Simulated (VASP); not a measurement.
Runs of VASP 6.6.1 on BN (rocksalt type). The structure is that of space group Fm-3m (No. 225), or close to it. The cells are those of the table. 

```csv
task,cell,cutoff (eV),gap on the mesh (eV),pressure (GPa)
relaxation of cell and atoms,"relaxed to 76 GPa from a = 2.356 Å, angles 60.0°, 2 atoms",600,2.37,76.0
single point,"a = 2.356 Å, angles 60.0°, 2 atoms",520,2.37,76.4
single point,"a = 2.356 Å, angles 60.0°, 2 atoms",600,2.37,76.7
single point,"a = 2.357 Å, angles 60.0°, 2 atoms",520,(a),76.0
```

Alike in all rows: level PBE; potentials or basis VASP PAW PBE potentials, release 64 (B, N); no spin polarisation; k mesh 16 × 16 × 16; smearing fermi-dirac 0.05 eV.

Task: Estimate the missing entries.

Result: (a) 2.36.

Caveats: the cell is relaxed towards a set pressure, so the enthalpy falls and the energy may rise (some runs).

A k mesh can miss the band edges.
